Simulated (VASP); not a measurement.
# Ge (Fd-3m) in VASP: single point with LDA

Aim: the single point of Ge with LDA.

Everything below comes from runs of VASP 6.6.1. Logs are shortened: lines on timing, memory, paths and dates and some standing lists are left out, and cuts for length are marked.

## 1. The cell of the first run

Symmetry: Fd-3m, No. 227, cubic system. Conventional cell: a = 5.621 Å, b = 5.621 Å, c = 5.621 Å, α = 90.00°, β = 90.00°, γ = 90.00°. Ge (site symmetry -43m) has 4 Ge at 2.43 Å within 3.2 Å.

## 2. Single point, LDA

File INCAR:

```
SYSTEM = Ge
PREC = Accurate ; ENCUT = 520
EDIFF = 1E-6 ; ISMEAR = 0
SIGMA = 0.1 ; LREAL = .False.
LASPH = .True. ; NELM = 80
ALGO = Normal ; ISIF = 2
LWAVE = .False. ; LCHARG = .False.
GGA = CA ; NBANDS = 21
ISYM = 0
```

File KPOINTS:

```
regular mesh
0
Gamma
  9 9 11
  0 0 0
```

File POSCAR:

```
Ge
1.0
    3.9749643228      0.0000000000      0.0000000000
   -1.9874821614      3.4424200827      0.0000000000
    1.9874821614      1.1474733609      3.2455447789
Ge
2
Direct
    0.0000000000      0.0000000000      0.0000000000
    0.5000000000      0.7500000000      0.7500000000
```

Potentials or basis: VASP PAW LDA potentials, release 64 (Ge_d).

Launch:

```sh
cat potpaw_LDA.64/Ge_d/POTCAR > POTCAR
mpirun -np 1 vasp_std > vasp.out
```

OUTCAR:

```text
SYSTEM = Ge
   PREC = Accurate
   ENCUT = 520
   EDIFF = 1E-6
   ISMEAR = 0
   LREAL = .False.
   LASPH = .True.
   NELM = 80
   ISIF = 2
   GGA = CA
   ISYM = 0

 ion  position               nearest neighbor table
   1  0.000  0.000  0.000-   2 2.43   2 2.43   2 2.43   2 2.43
   2  0.500  0.750  0.750-   1 2.43   1 2.43   1 2.43   1 2.43

IMPORTANT INFORMATION: All symmetrisations will be switched off!
NOSYMM: (Re-)initialisation of all symmetry stuff for point group C_1.

----------------------------------------------------------------------------------------

                                     Primitive cell

  volume of cell :      44.4104

  direct lattice vectors                    reciprocal lattice vectors
     3.974964323  0.000000000  0.000000000     0.251574585  0.145246654 -0.205409789
    -1.987482161  3.442420083  0.000000000     0.000000000  0.290493309 -0.102704894
     1.987482161  1.147473361  3.245544779     0.000000000  0.000000000  0.308114683

  length of vectors
     3.974964323  3.974964323  3.974964323     0.355780190  0.308114683  0.308114683

  position of ions in fractional coordinates (direct lattice)
     0.000000000  0.000000000  0.000000000
     0.500000000  0.750000000  0.750000000

  ion indices of the primitive-cell ions
   primitive index   ion index
                 1           1
                 2           2

----------------------------------------------------------------------------------------

 KPOINTS: regular mesh

Automatic generation of k-mesh.
 Grid dimensions read from file:
 generate k-points for:    9    9   11

 Generating k-lattice:

  Cartesian coordinates                     Fractional coordinates (reciprocal lattice)
     0.027952732  0.016138517 -0.022823310     0.111111111  0.000000000 -0.000000000
     0.000000000  0.032277034 -0.011411655     0.000000000  0.111111111  0.000000000
     0.000000000  0.000000000  0.028010426     0.000000000  0.000000000  0.090909091

  Length of vectors
     0.039531132  0.034234965  0.028010426

  Shift w.r.t. Gamma in fractional coordinates (k-lattice)
     0.000000000  0.000000000  0.000000000

 -----------------------------------------------------------------------------
|                                                                             |
|           W    W    AA    RRRRR   N    N  II  N    N   GGGG   !!!           |
|           W    W   A  A   R    R  NN   N  II  NN   N  G    G  !!!           |
|           W    W  A    A  R    R  N N  N  II  N N  N  G       !!!           |
|           W WW W  AAAAAA  RRRRR   N  N N  II  N  N N  G  GGG   !            |
|           WW  WW  A    A  R   R   N   NN  II  N   NN  G    G                |
|           W    W  A    A  R    R  N    N  II  N    N   GGGG   !!!           |
[... 68 lines left out ...]
   IBRION =     -1    ionic relax: 0-MD 1-quasi-New 2-CG
   NFREE  =      0    steps in history (QN), initial steepest desc. (CG)
   ISIF   =      2    stress and relaxation
   ISYM   =      0    0-nonsym 1-usesym 2-fastsym
   POTIM  = 0.5000    time-step for ionic-motion
   TEBEG  =    0.0;   TEEND  =   0.0 temperature during run
   PSTRESS=    0.0 pullay stress
   NELECT =      28.0000    total number of electrons
   NUPDOWN=      -1.0000    fix difference up-down
   EMIN   =  10.00;   EMAX   =-10.00  energy-range for DOS
   EFERMI =   0.00;   METHOD = LEGACY
   ISMEAR =     0;   SIGMA  =   0.10  broadening in eV -4-tet -1-fermi 0-gaus
   EFERMI_NEDOS =   21; number of points for ismear=-14 and -15
   IALGO  =     38    algorithm
   IMIX   =      4    mixing-type and parameters
     AMIX     =   0.40;   BMIX     =  1.00
     AMIX_MAG =   1.60;   BMIX_MAG =  1.00
  volume/ion in A,a.u.               =      22.21       149.85
  Fermi-wavevector in a.u.,A,eV,Ry     =   1.403781  2.652761 26.811645  1.970600
  Thomas-Fermi vector in A             =   2.526408
   LORBIT       =      0    0 simple, 1 ext, 2 COOP (PROOUT), +10 PAW based schemes
   GGA     = CA    functional components
   LHFCALC =     F    Hartree Fock is set to
   AEXX    =    0.0000 exact exchange contribution
   IVDW    =     0    specifies the selected vdW correction
   LEPSILON=     F    determine dielectric tensor
   LRPA    =     F    only Hartree local field effects (RPA)
 non-spin polarized calculation
 Gauss-broadening in eV      SIGMA  =   0.10
  energy-cutoff  :      520.00
  volume of cell :       44.41
 maximum number of plane-waves:      1243
 NGX is ok and might be reduce to    30
   NGX = 15   NGY = 15   NGZ = 15

 number of electron      28.0000032 magnetization

 Free energy of the ion-electron system (eV)
  ---------------------------------------------------
  ext. energy  EPLUGINS =         0.00000000
  ---------------------------------------------------
  free energy    TOTEN  =       -10.38830222 eV

  energy without entropy =      -10.38794053  energy(sigma->0) =      -10.38812138

 E-fermi :   4.9502     XC(G=0): -10.3797

 val. band max:        4.9474744959   @ k =   0.0000   0.0000   0.0000
 cond. band min:       5.0567765217   @ k =   0.0000   0.0000   0.4545
 fundamental gap:      0.1093020257
 Fermi energy:         4.9502305460

 k-point     1 :       0.0000    0.0000    0.0000
  band No.  band energies     occupation
      1     -20.0542      2.00000
      2     -20.0538      2.00000
      3     -20.0536      2.00000
      4     -20.0157      2.00000
      5     -20.0156      2.00000
      6     -19.7946      2.00000
[... 565 lines left out ...]
     20      13.9347      0.00000
     21      13.9347      0.00000

 [... further k-points ...]

------------------------ aborting loop because EDIFF is reached ----------------------------------------

  FORCE on cell =-STRESS in cart. coord.  units (eV):
  Direction    XX          YY          ZZ          XY          YZ          ZX
  --------------------------------------------------------------------------------------
  -------------------------------------------------------------------------------------
  Total        0.0564091      0.0572162      0.0502169     -0.0006836      0.0009563      0.0016503
  in kB        2.0350504      2.0641664      1.8116572     -0.0246608      0.0344999      0.0595362
  external PRESSURE =       1.9702913 kB  Pullay stress =       0.0000000 kB

 VOLUME and BASIS-vectors are now :
 -----------------------------------------------------------------------------
  energy-cutoff  :      520.00
  volume of cell :       44.41
      direct lattice vectors                 reciprocal lattice vectors
     3.974964323  0.000000000  0.000000000     0.251574585  0.145246654 -0.205409789
    -1.987482161  3.442420083  0.000000000     0.000000000  0.290493309 -0.102704894
     1.987482161  1.147473361  3.245544779     0.000000000  0.000000000  0.308114683

 POSITION                                       TOTAL-FORCE (eV/Angst)
 -----------------------------------------------------------------------------------
      0.00000      0.00000      0.00000         0.000983      0.000562     -0.003060
      1.98748      3.44242      2.43416        -0.000983     -0.000562      0.003060
 -----------------------------------------------------------------------------------
    total drift:                               -0.000005      0.000011     -0.000004

  FREE ENERGIE OF THE ION-ELECTRON SYSTEM (eV)
  ---------------------------------------------------
  free  energy   TOTEN  =       -10.3883022229 eV

  energy  without entropy=      -10.3879405313  energy(sigma->0) =      -10.38812138
```

It took 2.2 min on 1 thread of Intel Xeon 6975P-C (Granite Rapids), shared host; peak memory 0.4 GiB.

What came out:

- Free energy: -10.3883 eV
- Pressure: 0.2 GPa
- Band gap on the k mesh: 0.03 eV

Caveat: the smearing spreads over this small gap; an odd mesh through Γ misses points on the zone boundary, where band edges can lie.

The gap in the log of VASP goes by the Fermi energy; the results here count the filled bands.